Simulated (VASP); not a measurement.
# Bi2Se3 (R-3m) in VASP: notebook

Bi2Se3 is run at these levels: PBEsol, PBE; tasks: single point.

Everything below comes from runs of VASP 6.6.1. Logs are shortened: lines on timing, memory, paths and dates and some standing lists are left out, and cuts for length are marked.

### 1 The cell of the first run

The structure is trigonal, space group R-3m (No. 166). Conventional cell: a = 4.131 Å, b = 4.131 Å, c = 28.582 Å, α = 90.00°, β = 90.00°, γ = 120.00°. Bi (site symmetry 3m) has 6 Se at 2.85 to 3.06 Å within 3.8 Å. Se (site symmetry 3m) has 3 Bi at 2.85 Å and 3 Se at 3.50 Å within 3.8 Å. Se (site symmetry -3m) has 6 Bi at 3.06 Å and 12 Se at 4.13 to 4.22 Å within 4.3 Å.

### 2 Single point, PBEsol

Contents of INCAR:

```
ALGO = Normal
EDIFF = 1E-6
ENCUT = 520
GGA = PS
ISIF = 2
ISMEAR = -1
LASPH = True
LCHARG = False
LREAL = False
LWAVE = False
NBANDS = 32
NELM = 60
PREC = Accurate
SIGMA = 0.05
```

Contents of KPOINTS:

```
k-points
0
Gamma
  8 8 8
```

Contents of POSCAR:

```
Bi2Se3
1.0
    2.0653656975      1.1924394414      9.5274841439
   -2.0653656975      1.1924394414      9.5274841439
    0.0000000000     -2.3848788829      9.5274841439
Bi Se
2 3
Direct
    0.5996699688      0.5996699688      0.5996699688
    0.4003300312      0.4003300312      0.4003300312
    0.7885162747      0.7885162747      0.7885162747
    0.2114837253      0.2114837253      0.2114837253
    0.0000000000      0.0000000000      0.0000000000
```

Potentials or basis: VASP PAW PBE potentials, release 64 (Bi_d, Se).

Command:

```console
cat potpaw_PBE.64/Bi_d/POTCAR potpaw_PBE.64/Se/POTCAR > POTCAR
mpirun -np 1 vasp_std > vasp.out
```

OUTCAR:

```text
EDIFF = 1E-6
   ENCUT = 520
   GGA = PS
   ISIF = 2
   ISMEAR = -1
   LASPH = True
   LREAL = False
   NELM = 60
   PREC = Accurate

 ion  position               nearest neighbor table
   1  0.600  0.600  0.600-   4 2.85   4 2.85   4 2.85   5 3.06   5 3.06   5 3.06
   2  0.400  0.400  0.400-   3 2.85   3 2.85   3 2.85   5 3.06   5 3.06   5 3.06
   3  0.789  0.789  0.789-   2 2.85   2 2.85   2 2.85
   4  0.211  0.211  0.211-   1 2.85   1 2.85   1 2.85
   5  0.000  0.000  0.000-   1 3.06   2 3.06   1 3.06   1 3.06   2 3.06   2 3.06

  LATTYP: Found a trigonal (rhomboedric) cell.
 ALAT       =     9.8214358114
 COS(alpha) =     0.9115548648

  Lattice vectors:

 A1 = (   2.0653656975,   1.1924394414,   9.5274841439)
 A2 = (  -2.0653656975,   1.1924394414,   9.5274841439)
 A3 = (   0.0000000000,  -2.3848788829,   9.5274841439)

Analysis of symmetry for initial positions (statically):
=====================================================================
 Subroutine PRICEL returns:
 Original cell was already a primitive cell.

 Routine SETGRP: Setting up the symmetry group for a
 trigonal (rhombohedral) supercell.

 Subroutine GETGRP returns: Found 12 space group operations
 (whereof 12 operations were pure point group operations)
 out of a pool of 12 trial point group operations.

The static configuration has the point symmetry D_3d.

Analysis of symmetry for dynamics (positions and initial velocities):
=====================================================================
 Subroutine PRICEL returns:
 Original cell was already a primitive cell.

 Routine SETGRP: Setting up the symmetry group for a
 trigonal (rhombohedral) supercell.

 Subroutine GETGRP returns: Found 12 space group operations
 (whereof 12 operations were pure point group operations)
 out of a pool of 12 trial point group operations.

The dynamic configuration has the point symmetry D_3d.

 Subroutine INISYM returns: Found 12 space group operations
 (whereof 12 operations are pure point group operations),
 and found     1 'primitive' translations

----------------------------------------------------------------------------------------

                                     Primitive cell

  volume of cell :     140.7871

  direct lattice vectors                    reciprocal lattice vectors
     2.065365697  1.192439441  9.527484144     0.242087878  0.139769502  0.034986501
    -2.065365697  1.192439441  9.527484144    -0.242087878  0.139769502  0.034986501
     0.000000000 -2.384878883  9.527484144     0.000000000 -0.279539004  0.034986501

  length of vectors
     9.821435811  9.821435811  9.821435811     0.281719914  0.281719914  0.281719914

  position of ions in fractional coordinates (direct lattice)
     0.599669969  0.599669969  0.599669969
     0.400330031  0.400330031  0.400330031
     0.788516275  0.788516275  0.788516275
     0.211483725  0.211483725  0.211483725
     0.000000000  0.000000000  0.000000000

  ion indices of the primitive-cell ions
   primitive index   ion index
                 1           1
                 2           2
                 3           3
                 4           4
                 5           5

----------------------------------------------------------------------------------------

 KPOINTS: k-points

Automatic generation of k-mesh.
 Grid dimensions read from file:
 generate k-points for:    8    8    8

 Generating k-lattice:

  Cartesian coordinates                     Fractional coordinates (reciprocal lattice)
     0.030260985  0.017471188  0.004373313     0.125000000 -0.000000000  0.000000000
    -0.030260985  0.017471188  0.004373313    -0.000000000  0.125000000  0.000000000
     0.000000000 -0.034942375  0.004373313     0.000000000  0.000000000  0.125000000

  Length of vectors
     0.035214989  0.035214989  0.035214989

  Shift w.r.t. Gamma in fractional coordinates (k-lattice)
     0.000000000  0.000000000  0.000000000

 Subroutine IBZKPT returns following result:
 ===========================================

 Found     65 irreducible k-points:

 Following reciprocal coordinates:
            Coordinates               Weight
  0.000000  0.000000  0.000000      1.000000
  0.125000  0.000000  0.000000      6.000000
  0.250000  0.000000  0.000000      6.000000
  0.375000  0.000000  0.000000      6.000000
  0.500000  0.000000  0.000000      3.000000
  0.125000  0.125000  0.000000      6.000000
[... 16 lines left out ...]
  0.250000  0.125000  0.125000      6.000000
  0.375000  0.125000  0.125000      6.000000
 [... further k-points ...]
   k-points           NKPTS =     65   k-points in BZ     NKDIM =     65   number of bands    NBANDS=     32
   number of dos      NEDOS =    301   number of ions     NIONS =      5
   total plane-waves  NPLWV = 512000
   dimension x,y,z NGX =    80 NGY =   80 NGZ =   80
   dimension x,y,z NGXF=   160 NGYF=  160 NGZF=  160
   ions per type =               2   3
   NGX,Y,Z   is equivalent  to a cutoff of  13.54, 13.54, 13.54 a.u.
   NGXF,Y,Z  is equivalent  to a cutoff of  27.08, 27.08, 27.08 a.u.
 SYSTEM =  unknown system
   PREC   = accura    normal or accurate (medium, high low for compatibility)
   ISTART =      0    job   : 0-new  1-cont  2-samecut
   ICHARG =      2    charge: 1-file 2-atom 10-const
   ISPIN  =      1    spin polarized calculation?
   LNONCOLLINEAR =      F non collinear calculations
   LSORBIT =      F    spin-orbit coupling
   LASPH  =      T    aspherical Exc in radial PAW
   ENCUT  =  520.0 eV  38.22 Ry    6.18 a.u.  18.26 18.26 18.26*2*pi/ulx,y,z
   NELM   =     60;   NELMIN=  2; NELMDL= -5     # of ELM steps
   EDIFF  = 0.1E-05   stopping-criterion for ELM
   LREAL  =      F    real-space projection
   EDIFFG = 0.1E-04   stopping-criterion for IOM
   NSW    =      0    number of steps for IOM
   IBRION =     -1    ionic relax: 0-MD 1-quasi-New 2-CG
   NFREE  =      0    steps in history (QN), initial steepest desc. (CG)
   ISIF   =      2    stress and relaxation
   ISYM   =      2    0-nonsym 1-usesym 2-fastsym
   POTIM  = 0.5000    time-step for ionic-motion
   TEBEG  =    0.0;   TEEND  =   0.0 temperature during run
   PSTRESS=    0.0 pullay stress
   NELECT =      48.0000    total number of electrons
   NUPDOWN=      -1.0000    fix difference up-down
   EMIN   =  10.00;   EMAX   =-10.00  energy-range for DOS
   EFERMI =   0.00;   METHOD = LEGACY
   ISMEAR =    -1;   SIGMA  =   0.05  broadening in eV -4-tet -1-fermi 0-gaus
   EFERMI_NEDOS =   21; number of points for ismear=-14 and -15
   IALGO  =     38    algorithm
   IMIX   =      4    mixing-type and parameters
     AMIX     =   0.40;   BMIX     =  1.00
     AMIX_MAG =   1.60;   BMIX_MAG =  1.00
  volume/ion in A,a.u.               =      28.16       190.02
  Fermi-wavevector in a.u.,A,eV,Ry     =   1.143671  2.161224 17.796184  1.307983
  Thomas-Fermi vector in A             =   2.280365
   LORBIT       =      0    0 simple, 1 ext, 2 COOP (PROOUT), +10 PAW based schemes
   GGA     = PS    functional components
   LHFCALC =     F    Hartree Fock is set to
   AEXX    =    0.0000 exact exchange contribution
   IVDW    =     0    specifies the selected vdW correction
   LEPSILON=     F    determine dielectric tensor
   LRPA    =     F    only Hartree local field effects (RPA)
 non-spin polarized calculation
  energy-cutoff  :      520.00
  volume of cell :      140.79
 maximum number of plane-waves:      3839
 NGX is ok and might be reduce to    80
   NGX = 37   NGY = 37   NGZ = 37

 number of electron      48.0000003 magnetization

 Free energy of the ion-electron system (eV)
  ---------------------------------------------------
  ext. energy  EPLUGINS =         0.00000000
  ---------------------------------------------------
  free energy    TOTEN  =       -22.05182060 eV

  energy without entropy =      -22.05150172  energy(sigma->0) =      -22.05166116

 E-fermi :   4.9982     XC(G=0):  -9.7190

 val. band max:        4.9379028529   @ k =   0.0000   0.0000   0.0000
 cond. band min:       5.0532949662   @ k =   0.0000   0.0000   0.0000
 fundamental gap:      0.1153921133
 Fermi energy:         4.9982242899

 k-point     1 :       0.0000    0.0000    0.0000
  band No.  band energies     occupation
      1     -18.1205      2.00000
      2     -18.1205      2.00000
      3     -18.1184      2.00000
      4     -18.1184      2.00000
      5     -18.1100      2.00000
      6     -18.1072      2.00000
[... 24 lines left out ...]
     31      10.6546      0.00000
     32      11.8305      0.00000

 k-point     2 :       0.1250    0.0000    0.0000
  band No.  band energies     occupation
      1     -18.1228      2.00000
      2     -18.1203      2.00000
      3     -18.1167      2.00000
      4     -18.1146      2.00000
      5     -18.1076      2.00000
      6     -18.1050      2.00000
[... 24 lines left out ...]
     31      10.2577      0.00000
     32      10.8495      0.00000

 k-point     3 :       0.2500    0.0000    0.0000
  band No.  band energies     occupation
      1     -18.1300      2.00000
      2     -18.1261      2.00000
      3     -18.1094      2.00000
      4     -18.1078      2.00000
      5     -18.1072      2.00000
      6     -18.1030      2.00000
[... 24 lines left out ...]
     31       9.3613      0.00000
     32      11.0608      0.00000

 k-point     4 :       0.3750    0.0000    0.0000
  band No.  band energies     occupation
      1     -18.1382      2.00000
      2     -18.1328      2.00000
      3     -18.1119      2.00000
      4     -18.1075      2.00000
      5     -18.1067      2.00000
      6     -18.1032      2.00000
[... 24 lines left out ...]
     31       9.3814      0.00000
     32      11.1265      0.00000

 k-point     5 :       0.5000    0.0000    0.0000
  band No.  band energies     occupation
      1     -18.1418      2.00000
      2     -18.1358      2.00000
      3     -18.1135      2.00000
      4     -18.1082      2.00000
      5     -18.1077      2.00000
      6     -18.1026      2.00000
[... 584 lines left out ...]
     31      10.1999      0.00000
     32      11.6297      0.00000

 k-point    22 :       0.1250    0.1250    0.1250
  band No.  band energies     occupation
      1     -18.1204      2.00000
      2     -18.1204      2.00000
      3     -18.1184      2.00000
      4     -18.1184      2.00000
      5     -18.1099      2.00000
      6     -18.1072      2.00000
[... 24 lines left out ...]
     31      10.6541      0.00000
     32      11.5736      0.00000

 k-point    23 :       0.2500    0.1250    0.1250
  band No.  band energies     occupation
      1     -18.1228      2.00000
      2     -18.1203      2.00000
      3     -18.1167      2.00000
      4     -18.1146      2.00000
      5     -18.1076      2.00000
      6     -18.1050      2.00000
[... 24 lines left out ...]
     31      10.2142      0.00000
     32      11.0446      0.00000

 k-point    24 :       0.3750    0.1250    0.1250
  band No.  band energies     occupation
      1     -18.1300      2.00000
      2     -18.1261      2.00000
      3     -18.1093      2.00000
      4     -18.1078      2.00000
      5     -18.1072      2.00000
      6     -18.1030      2.00000
[... 24 lines left out ...]
     31       9.4364      0.00000
     32      11.1321      0.00000

 [... further k-points ...]

------------------------ aborting loop because EDIFF is reached ----------------------------------------

  FORCE on cell =-STRESS in cart. coord.  units (eV):
  Direction    XX          YY          ZZ          XY          YZ          ZX
  --------------------------------------------------------------------------------------
  -------------------------------------------------------------------------------------
  Total        0.0374669      0.0374669      0.0032554      0.0000000     -0.0000000      0.0000000
  in kB        0.4263786      0.4263786      0.0370467      0.0000000     -0.0000000      0.0000000
  external PRESSURE =       0.2966013 kB  Pullay stress =       0.0000000 kB

 VOLUME and BASIS-vectors are now :
 -----------------------------------------------------------------------------
  energy-cutoff  :      520.00
  volume of cell :      140.79
      direct lattice vectors                 reciprocal lattice vectors
     2.065365697  1.192439441  9.527484144     0.242087878  0.139769502  0.034986501
    -2.065365697  1.192439441  9.527484144    -0.242087878  0.139769502  0.034986501
     0.000000000 -2.384878883  9.527484144     0.000000000 -0.279539004  0.034986501

 POSITION                                       TOTAL-FORCE (eV/Angst)
 -----------------------------------------------------------------------------------
      0.00000     -0.00000     17.14004         0.000000     -0.000000      0.014566
      0.00000     -0.00000     11.44241         0.000000      0.000000     -0.014566
      0.00000     -0.00000     22.53773         0.000000     -0.000000      0.018148
      0.00000     -0.00000      6.04472         0.000000      0.000000     -0.018148
      0.00000      0.00000      0.00000         0.000000      0.000000      0.000000
 -----------------------------------------------------------------------------------
    total drift:                                0.000000      0.000000     -0.000000

  FREE ENERGIE OF THE ION-ELECTRON SYSTEM (eV)
  ---------------------------------------------------
  free  energy   TOTEN  =       -22.0518206016 eV

  energy  without entropy=      -22.0515017168  energy(sigma->0) =      -22.05166116
```

It took 23 min on 1 thread of AMD EPYC 7R43 (Zen 3), shared host; peak memory 0.98 GiB.

Results:

| Item | Value |
| --- | --- |
| Free energy | -22.0518 eV |
| Pressure | 0.0 GPa |
| Largest force | 0.018 eV/Å |
| Band gap on the k mesh | 0.12 eV |

Forces on the atoms (eV/Å):
```
Bi   0.000  0.000  0.015
Bi   0.000  0.000 -0.015
Se   0.000  0.000  0.018
Se   0.000  0.000 -0.018
Se   0.000  0.000  0.000
```

Levels at points of the mesh, in eV from the valence-band top:
```
           k point  band 21  band 22  band 23  band 24  band 25  band 26  band 27  band 28
(0.00, 0.00, 0.00)    -1.86    -1.23    -1.23     0.00     0.12     1.32     1.32     2.08
(0.50, 0.00, 0.00)    -3.04    -2.25    -1.26    -0.58     0.75     1.83     2.92     3.08
(0.50, 0.50, 0.00)    -1.96    -1.95    -1.71    -1.04     1.25     1.88     2.52     2.96
(0.50, 0.50, 0.50)    -1.57    -1.44    -1.44    -0.53     0.61     1.64     1.64     2.00
```

Caveat: the PAW data sets were made with another functional, which shifts forces and pressure a little; spin-orbit coupling is left out, which moves the levels of the heavy elements.

### 3 Single point, PBE

This run uses another cell than the first one, of 27.24 Å³/atom.

Contents of INCAR:

```
SYSTEM = Bi2Se3
  ALGO = Normal
  EDIFF = 1E-6
  ENCUT = 520
  GGA = PE
  ISIF = 2
  ISMEAR = -1
  LASPH = .TRUE.
  LCHARG = .FALSE.
  LREAL = .FALSE.
  LWAVE = .FALSE.
  NBANDS = 32
  NELM = 60
  PREC = Accurate
  SIGMA = 0.05
```

Contents of KPOINTS:

```
k-points
0
G
  6 6 6
  0 0 0
```

Contents of POSCAR:

```
Bi2Se3
1.0
    2.0715000000      1.1959810826      9.1635200000
   -2.0715000000      1.1959810826      9.1635200000
    0.0000000000     -2.3919621653      9.1635200000
Bi Se
2 3
Direct
    0.5992000000      0.5992000000      0.5992000000
    0.4008000000      0.4008000000      0.4008000000
    0.7883000000      0.7883000000      0.7883000000
    0.2117000000      0.2117000000      0.2117000000
    0.0000000000      0.0000000000      0.0000000000
```

Potentials or basis: VASP PAW PBE potentials, release 64 (Bi_d, Se).

Command:

```console
cat potpaw_PBE.64/Bi_d/POTCAR potpaw_PBE.64/Se/POTCAR > POTCAR
mpirun -np 1 vasp_std > vasp.out
```

Wall time 4.4 min (1 thread of Intel Xeon 6975P-C (Granite Rapids), shared host); peak memory 0.7 GiB.

It converged, with:

```
Free energy            : -19.9964 eV
Pressure               : 5.5 GPa
Largest force          : 0.588 eV/Å
Band gap on the k mesh : 0.06 eV
```

Forces in eV/Å, atoms in the order of the input:
```
Bi   0.000  0.000  0.267
Bi   0.000  0.000 -0.267
Se   0.000  0.000  0.588
Se   0.000  0.000 -0.588
Se   0.000  0.000  0.000
```

Stress tensor (GPa, compression positive):
```
5.03 0.00 0.00
0.00 5.03 0.00
0.00 0.00 6.45
```

Levels at points of the mesh, in eV from the valence-band top:
| k point | band 20 | band 21 | band 22 | band 23 | band 24 | band 25 | band 26 | band 27 | band 28 | band 29 |
| --- | --- | --- | --- | --- | --- | --- | --- | --- | --- | --- |
| (0.00, 0.00, 0.00) | -2.07 | -2.03 | -1.39 | -1.39 | 0.00 | 0.06 | 1.25 | 1.25 | 2.06 | 2.81 |
| (0.50, 0.00, 0.00) | -3.26 | -3.08 | -2.16 | -1.31 | -0.48 | 0.83 | 1.97 | 3.02 | 3.55 | 4.06 |
| (0.50, 0.50, 0.00) | -2.74 | -2.00 | -1.87 | -1.81 | -0.80 | 1.45 | 2.12 | 2.76 | 3.16 | 3.72 |
| (0.50, 0.50, 0.50) | -1.81 | -1.66 | -1.61 | -1.61 | -0.41 | 0.49 | 1.63 | 1.63 | 2.01 | 2.38 |

Caveat: the cell stands under pressure; spin-orbit coupling is left out, which moves the levels of the heavy elements. A k mesh can miss the band edges.
